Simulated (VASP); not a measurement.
The system is Li.

```
Li
1.0
    -1.75465    1.75465    1.75465
     1.75465   -1.75465    1.75465
     1.75465    1.75465   -1.75465
Li
1
Direct
  0.00000 0.00000 0.00000
```

| Quantity | Value |
| --- | --- |
| Program | VASP 6.6.1 |
| Task | relaxation of cell and atoms |
| Functional | RPBE |
| Dispersion | D3(BJ) |
| Potentials or basis | VASP PAW PBE potentials, release 64 (Li_sv) |
| Cutoff | 600 eV |
| k mesh | 11 × 11 × 11 |
| Occupations | fermi-dirac, width 0.05 eV |
| Spin | no spin polarisation |

At the start: pressure -8.1 GPa; volume 21.61 Å³/atom.

How do energy, volume and symmetry change on relaxing?

Over 5 steps the energy falls by 393.0 meV/atom and the volume is 11.94 Å³/atom (-44.8 %); space group Im-3m (No. 229, to 0.05 Å).

Step by step:
```
step  energy change (eV)  largest force (eV/Å)  pressure (GPa)  volume (Å³)
   1              0.0000                0.0000           -8.05        21.61
   2             -0.1644                0.0000           -8.14        18.39
   3             -0.3752                0.0000            4.94        10.67
   4             -0.3905                0.0000           -1.54        12.42
   5             -0.3930                0.0000           -0.07        11.94
```

Final structure:
```cif
data_structure
_symmetry_space_group_name_H-M 'P 1'
_symmetry_Int_Tables_number 1
_cell_length_a 2.4937
_cell_length_b 2.4937
_cell_length_c 2.4937
_cell_angle_alpha 109.471
_cell_angle_beta 109.471
_cell_angle_gamma 109.471
_cell_volume 11.94
loop_
_atom_site_label
_atom_site_type_symbol
_atom_site_fract_x
_atom_site_fract_y
_atom_site_fract_z
_atom_site_occupancy
Li1 Li 0.00000 0.00000 0.00000 1
```

The cell as given is a measured one (21.61 Å³/atom); RPBE+D3(BJ) puts the equilibrium volume -44.8 % from it, thermal expansion not counted.

Caveat: the cutoff is under 1.25 times the usual one of these potentials, so pressure, stress and relaxed cells hold a basis-set (Pulay) error; the volume moved by over 15 % at a fixed basis, so the end points are rough; the PAW data sets were made with another functional, which shifts forces and pressure a little; the volume moved by -45 % from the deposited cell, more than functionals usually miss; pairwise dispersion overbinds metals, which lowers pressure and volume.
